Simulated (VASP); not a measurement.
Set up this calculation in VASP 6.6.1, as the native input.

* Task: single point
* Functional: r2SCAN
* Potentials or basis: VASP PAW PBE potentials, release 64 (S, Mg)
* Cutoff: 520 eV
* k mesh: 8 × 8 × 4
* Occupations: fermi-dirac, width 0.05 eV
* Spin: no spin polarisation
* Dipole correction: no
* Further INCAR settings: ALGO = Normal; EDIFF = 1e-07; NBANDS = 16

Crystal: MgS.

```
CELL_PARAMETERS angstrom
4.03462 0.00000 0.00000
-2.01731 3.49409 0.00000
0.00000 0.00000 6.43229
ATOMIC_POSITIONS crystal
S 0.66667 0.33333 0.87924
S 0.33333 0.66667 0.37924
Mg 0.33333 0.66667 0.99575
Mg 0.66667 0.33333 0.49575
```

One way to write it, as run:

POSCAR

```
MgS
1.0
    4.0346224068      0.0000000000      0.0000000000
   -2.0173112034      3.4940854990      0.0000000000
    0.0000000000      0.0000000000      6.4322941800
S Mg
2 2
Direct
    0.6666666667      0.3333333333      0.8792441500
    0.3333333333      0.6666666667      0.3792441500
    0.3333333333      0.6666666667      0.9957548500
    0.6666666667      0.3333333333      0.4957548500
```

INCAR.step1

```
PREC     = Accurate       # precision mode
ENCUT    = 520            # plane-wave cutoff, eV
ISMEAR   = -1             # smearing method
SIGMA    = 0.05           # smearing width, eV
LREAL    = F              # projectors in reciprocal space
LASPH    = T              # aspherical terms in the spheres
NELM     = 100            # most SCF steps
NBANDS   = 16             # bands
GGA      = PE             # functional
ALGO     = Normal         # electronic algorithm
EDIFF    = 1E-4           # SCF threshold, eV
LWAVE    = T              # write WAVECAR
LCHARG   = F              # write CHGCAR
```

INCAR.step2

```
PREC     = Accurate       # precision mode
ENCUT    = 520            # plane-wave cutoff, eV
EDIFF    = 1E-7           # SCF threshold, eV
ISMEAR   = -1             # smearing method
SIGMA    = 0.05           # smearing width, eV
LREAL    = F              # projectors in reciprocal space
LASPH    = T              # aspherical terms in the spheres
NELM     = 100            # most SCF steps
ALGO     = Normal         # electronic algorithm
ISIF     = 2              # what is computed and relaxed
LWAVE    = F              # write WAVECAR
LCHARG   = F              # write CHGCAR
METAGGA  = R2SCAN         # meta-GGA
LMIXTAU  = T            
NBANDS   = 16             # bands
ISTART   = 1
```

KPOINTS

```
Automatic mesh
0
Gamma
  8 8 4
```

Potentials or basis: VASP PAW PBE potentials, release 64 (S, Mg).

Launch:

```bash
$ cat potpaw_PBE.64/S/POTCAR potpaw_PBE.64/Mg/POTCAR > POTCAR
$ cp INCAR.step1 INCAR
$ mpirun -np 1 vasp_std > vasp.out
$ cp INCAR.step2 INCAR
$ mpirun -np 1 vasp_std > vasp.out
```

It gave:

* Pressure: -0.3 GPa
* Largest force: 0.057 eV/Å
* Band gap on the k mesh: 4.10 eV

Caveat: the PAW data sets were made with another functional, which shifts forces and pressure a little.

Run time: 4 min on 1 thread of Intel Xeon 8259CL, with other jobs on the host, peak memory 0.23 GiB.
